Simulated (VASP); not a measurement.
# C (R-3m) in VASP: single point with PBE+D3(BJ)

Aim: the single point of C with PBE+D3(BJ).

Everything below comes from runs of VASP 6.6.1. Logs are shortened: lines on timing, memory, paths and dates and some standing lists are left out, and cuts for length are marked.

**1. The cell of the first run**

Symmetry: R-3m, No. 166, trigonal system. Conventional cell: a = 2.465 Å, b = 2.465 Å, c = 40.431 Å, α = 90.00°, β = 90.00°, γ = 120.00°. Within 1.9 Å of C (site symmetry 3m) lie 3 C at 1.42 Å. Within 1.9 Å of C (site symmetry 3m) lie 3 C at 1.42 Å. C (site symmetry 3m) has 3 C at 1.42 Å within 1.9 Å. C (site symmetry 3m) has 3 C at 1.42 Å within 1.9 Å.

**2. Single point, PBE+D3(BJ)**

Input file INCAR:

```
PREC = Accurate
ENCUT = 520
EDIFF = 1E-6
ISMEAR = 0
SIGMA = 0.15
LREAL = F
LASPH = T
NELM = 80
ALGO = Normal
ISIF = 2
LWAVE = F
LCHARG = F
GGA = PE
IVDW = 12
NBANDS = 26
```

Input file KPOINTS:

```
regular mesh
0
Gamma
  22 22 4
```

Input file POSCAR:

```
C
1.0
   -1.2324898335     -2.1347350114      0.0000000000
    1.2324898335     -2.1347350114      0.0000000000
    0.0000000000     -1.4230143586     13.4768657407
C
8
Direct
    0.7083791650      0.7083791650      0.8749500000
    0.8750291650      0.8750291650      0.3749500000
   -0.0416458350     -0.0416458350      0.1249500000
   -0.2082958350     -0.2082958350      0.6249500000
    0.3750458317      0.3750458317      0.8749500000
    0.5416958317      0.5416958317      0.3749500000
    0.2916874983      0.2916874983      0.1249500000
    0.1250374983      0.1250374983      0.6249500000
```

Potentials or basis: VASP PAW PBE potentials, release 64 (C).

The run is started by

```console
> cat potpaw_PBE.64/C/POTCAR > POTCAR
> mpirun -np 1 vasp_std > vasp.out
```

OUTCAR:

```text
PREC = Accurate
   ENCUT = 520
   EDIFF = 1E-6
   ISMEAR = 0
   LREAL = F
   LASPH = T
   NELM = 80
   ISIF = 2
   GGA = PE
   IVDW = 12
 IVDW          = 12

 ion  position               nearest neighbor table
   1  0.708  0.708  0.875-   5 1.42   5 1.42   5 1.42
   2  0.875  0.875  0.375-   6 1.42   6 1.42   6 1.42
   3  0.958  0.958  0.125-   7 1.42   7 1.42   7 1.42
   4  0.792  0.792  0.625-   8 1.42   8 1.42   8 1.42
   5  0.375  0.375  0.875-   1 1.42   1 1.42   1 1.42
   6  0.542  0.542  0.375-   2 1.42   2 1.42   2 1.42
   7  0.292  0.292  0.125-   3 1.42   3 1.42   3 1.42
   8  0.125  0.125  0.625-   4 1.42   4 1.42   4 1.42

  LATTYP: Found a trigonal (rhomboedric) cell.
 ALAT       =    13.5517851244
 COS(alpha) =     0.9834574310

  Lattice vectors:

 A1 = (   0.0000000000,  -1.4230143586,  13.4768657407)
 A2 = (   1.2324898335,   0.7117206528,  13.4768657407)
 A3 = (  -1.2324898335,   0.7117206528,  13.4768657407)

Analysis of symmetry for initial positions (statically):
=====================================================================
 Subroutine PRICEL returns:
 Original cell was already a primitive cell.

 Routine SETGRP: Setting up the symmetry group for a
 trigonal (rhombohedral) supercell.

 Subroutine GETGRP returns: Found  4 space group operations
 (whereof  2 operations were pure point group operations)
 out of a pool of 12 trial point group operations.

The static configuration has the point symmetry C_1h.
 The point group associated with its full space group is C_2h.

Analysis of symmetry for dynamics (positions and initial velocities):
=====================================================================
 Subroutine PRICEL returns:
 Original cell was already a primitive cell.

 Routine SETGRP: Setting up the symmetry group for a
 trigonal (rhombohedral) supercell.

 Subroutine GETGRP returns: Found  4 space group operations
 (whereof  2 operations were pure point group operations)
 out of a pool of 12 trial point group operations.

The dynamic configuration has the point symmetry C_1h.
 The point group associated with its full space group is C_2h.

 Subroutine INISYM returns: Found  4 space group operations
 (whereof  2 operations are pure point group operations),
 and found     1 'primitive' translations

----------------------------------------------------------------------------------------

                                     Primitive cell

  volume of cell :      70.9163

  direct lattice vectors                    reciprocal lattice vectors
    -1.232489834 -2.134735011  0.000000000    -0.405682860 -0.234221108 -0.024731270
     1.232489834 -2.134735011  0.000000000     0.405682860 -0.234221108 -0.024731270
     0.000000000 -1.423014359 13.476865741     0.000000000  0.000000000  0.074201229

  length of vectors
     2.464979667  2.464979667 13.551785124     0.469094602  0.469094602  0.074201229

  position of ions in fractional coordinates (direct lattice)
     0.708379165  0.708379165  0.874950000
     0.875029165  0.875029165  0.374950000
     0.958354165  0.958354165  0.124950000
     0.791704165  0.791704165  0.624950000
     0.375045832  0.375045832  0.874950000
     0.541695832  0.541695832  0.374950000
     0.291687498  0.291687498  0.124950000
     0.125037498  0.125037498  0.624950000

  ion indices of the primitive-cell ions
   primitive index   ion index
                 1           1
                 2           2
                 3           3
                 4           4
                 5           5
                 6           6
                 7           7
[... 24 lines left out ...]
|                                                                             |
|           W    W    AA    RRRRR   N    N  II  N    N   GGGG   !!!           |
|           W    W   A  A   R    R  NN   N  II  NN   N  G    G  !!!           |
|           W    W  A    A  R    R  N N  N  II  N N  N  G       !!!           |
|           W WW W  AAAAAA  RRRRR   N  N N  II  N  N N  G  GGG   !            |
|           WW  WW  A    A  R   R   N   NN  II  N   NN  G    G                |
|           W    W  A    A  R    R  N    N  II  N    N   GGGG   !!!           |
|                                                                             |
|     Your reciprocal lattice and k-lattice belong to different lattice       |
|     classes:                                                                |
|                                                                             |
|        The reciprocal lattice is rhombohedral (trigonal),                   |
|        whereas your k-lattice is base-centered monoclinic.                  |
|                                                                             |
|     Results are often still useful ...                                      |
|                                                                             |
 -----------------------------------------------------------------------------

 WARNING: IBZKPT: internal override: KBLOWUP is changed to .FALSE.
      ... skipping the blow-up phase ...

 Subroutine IBZKPT returns following result:
 ===========================================

 Found    519 irreducible k-points:

 Following reciprocal coordinates:
            Coordinates               Weight
  0.000000  0.000000  0.000000      1.000000
  0.045455  0.000000  0.000000      4.000000
  0.090909  0.000000  0.000000      4.000000
  0.136364 -0.000000  0.000000      4.000000
  0.181818  0.000000  0.000000      4.000000
  0.227273 -0.000000  0.000000      4.000000
[... 16 lines left out ...]
  0.500000  0.045455 -0.000000      4.000000
 -0.454545  0.045455  0.000000      4.000000
 [... further k-points ...]
   k-points           NKPTS =    519   k-points in BZ     NKDIM =    519   number of bands    NBANDS=     26
   number of dos      NEDOS =    301   number of ions     NIONS =      8
   total plane-waves  NPLWV =  34992
   dimension x,y,z NGX =    18 NGY =   18 NGZ =  108
   dimension x,y,z NGXF=    36 NGYF=   36 NGZF=  216
   ions per type =               8
   NGX,Y,Z   is equivalent  to a cutoff of  12.14, 12.14, 13.25 a.u.
   NGXF,Y,Z  is equivalent  to a cutoff of  24.28, 24.28, 26.50 a.u.
 SYSTEM =  unknown system
   PREC   = accura    normal or accurate (medium, high low for compatibility)
   ISTART =      0    job   : 0-new  1-cont  2-samecut
   ICHARG =      2    charge: 1-file 2-atom 10-const
   ISPIN  =      1    spin polarized calculation?
   LNONCOLLINEAR =      F non collinear calculations
   LSORBIT =      F    spin-orbit coupling
   LASPH  =      T    aspherical Exc in radial PAW
   ENCUT  =  520.0 eV  38.22 Ry    6.18 a.u.   4.58  4.58 25.20*2*pi/ulx,y,z
   NELM   =     80;   NELMIN=  2; NELMDL= -5     # of ELM steps
   EDIFF  = 0.1E-05   stopping-criterion for ELM
   LREAL  =      F    real-space projection
   EDIFFG = 0.1E-04   stopping-criterion for IOM
   NSW    =      0    number of steps for IOM
   IBRION =     -1    ionic relax: 0-MD 1-quasi-New 2-CG
   NFREE  =      0    steps in history (QN), initial steepest desc. (CG)
   ISIF   =      2    stress and relaxation
   ISYM   =      2    0-nonsym 1-usesym 2-fastsym
   POTIM  = 0.5000    time-step for ionic-motion
   TEBEG  =    0.0;   TEEND  =   0.0 temperature during run
   PSTRESS=    0.0 pullay stress
   NELECT =      32.0000    total number of electrons
   NUPDOWN=      -1.0000    fix difference up-down
   EMIN   =  10.00;   EMAX   =-10.00  energy-range for DOS
   EFERMI =   0.00;   METHOD = LEGACY
   ISMEAR =     0;   SIGMA  =   0.15  broadening in eV -4-tet -1-fermi 0-gaus
   EFERMI_NEDOS =   21; number of points for ismear=-14 and -15
   IALGO  =     38    algorithm
   IMIX   =      4    mixing-type and parameters
     AMIX     =   0.40;   BMIX     =  1.00
     AMIX_MAG =   1.60;   BMIX_MAG =  1.00
  volume/ion in A,a.u.               =       8.86        59.82
  Fermi-wavevector in a.u.,A,eV,Ry     =   1.255672  2.372875 21.452459  1.576711
  Thomas-Fermi vector in A             =   2.389417
   LORBIT       =      0    0 simple, 1 ext, 2 COOP (PROOUT), +10 PAW based schemes
   GGA     = PE    functional components
   LHFCALC =     F    Hartree Fock is set to
   AEXX    =    0.0000 exact exchange contribution
   IVDW    =    12    specifies the selected vdW correction
   LEPSILON=     F    determine dielectric tensor
   LRPA    =     F    only Hartree local field effects (RPA)
 non-spin polarized calculation
 Gauss-broadening in eV      SIGMA  =   0.15
  energy-cutoff  :      520.00
  volume of cell :       70.92
 maximum number of plane-waves:      1939
   NGX =  9   NGY =  9   NGZ = 51

 number of electron      32.0000008 magnetization

 Free energy of the ion-electron system (eV)
  ---------------------------------------------------
  ext. energy  EPLUGINS =         0.00000000
  ---------------------------------------------------
  free energy    TOTEN  =       -73.69629341 eV

  energy without entropy =      -73.69558103  energy(sigma->0) =      -73.69593722

 E-fermi :   4.6810     XC(G=0): -10.2943

 val. band max:        4.5521193931   @ k =  -0.3182   0.3182   0.0000
 cond. band min:       4.8157115633   @ k =  -0.3182   0.3182   0.0000
 fundamental gap:      0.2635921702
 Fermi energy:         4.6810005245

 k-point     1 :       0.0000    0.0000    0.0000
  band No.  band energies     occupation
      1     -15.0069      2.00000
      2     -14.8662      2.00000
      3     -14.8661      2.00000
      4     -14.7163      2.00000
      5      -3.8546      2.00000
      6      -2.9855      2.00000
[... 685 lines left out ...]
     25      15.4538      0.00000
     26      16.6387      0.00000

 [... further k-points ...]

------------------------ aborting loop because EDIFF is reached ----------------------------------------

 Edisp (eV)   -1.24442

 E8    (eV) :    -0.3524

  FORCE on cell =-STRESS in cart. coord.  units (eV):
  Direction    XX          YY          ZZ          XY          YZ          ZX
  --------------------------------------------------------------------------------------
  -------------------------------------------------------------------------------------
  Total       0.30245     0.30169    -0.01119     0.00000    -0.00014     0.00000
  in kB       6.83305     6.81602    -0.25292     0.00000    -0.00311     0.00000
  external pressure =        4.47 kB  Pullay stress =        0.00 kB

 VOLUME and BASIS-vectors are now :
 -----------------------------------------------------------------------------
  energy-cutoff  :      520.00
  volume of cell :       70.92
      direct lattice vectors                 reciprocal lattice vectors
    -1.232489834 -2.134735011  0.000000000    -0.405682860 -0.234221108 -0.024731270
     1.232489834 -2.134735011  0.000000000     0.405682860 -0.234221108 -0.024731270
     0.000000000 -1.423014359 13.476865741     0.000000000  0.000000000  0.074201229

 POSITION                                       TOTAL-FORCE (eV/Angst)
 -----------------------------------------------------------------------------------
      0.00000     -4.26947     11.79158         0.000000      0.000025     -0.014189
      0.00000     -4.26947      5.05315         0.000000      0.000021     -0.000634
      0.00000     -4.26947      1.68393         0.000000     -0.000025      0.014189
      0.00000     -4.26947      8.42237         0.000000     -0.000021      0.000634
      0.00000     -2.84631     11.79158         0.000000     -0.000021      0.013834
      0.00000     -2.84631      5.05315         0.000000     -0.000021      0.000831
      0.00000     -1.42316      1.68393         0.000000      0.000021     -0.013834
      0.00000     -1.42316      8.42237         0.000000      0.000021     -0.000831
 -----------------------------------------------------------------------------------
    total drift:                               -0.000000     -0.000001     -0.000001

  FREE ENERGIE OF THE ION-ELECTRON SYSTEM (eV)
  ---------------------------------------------------
  free  energy   TOTEN  =       -74.9407104770 eV

  energy  without entropy=      -74.9399981007  energy(sigma->0) =      -74.94035429
```

It took 11 min on 1 thread of Oxide Virtual Turin-like, shared host; peak memory 0.63 GiB.

What came out:

```
Free energy                : -74.9407 eV
Pressure                   : 0.4 GPa
Largest force              : 0.014 eV/Å
Dispersion energy per atom : -0.156 eV
```

Forces in eV/Å, atoms in the order of the input:
```
C    0.000  0.000 -0.014
C    0.000  0.000 -0.001
C    0.000  0.000  0.014
C    0.000  0.000  0.001
C    0.000  0.000  0.014
C    0.000  0.000  0.001
C    0.000  0.000 -0.014
C    0.000  0.000 -0.001
```
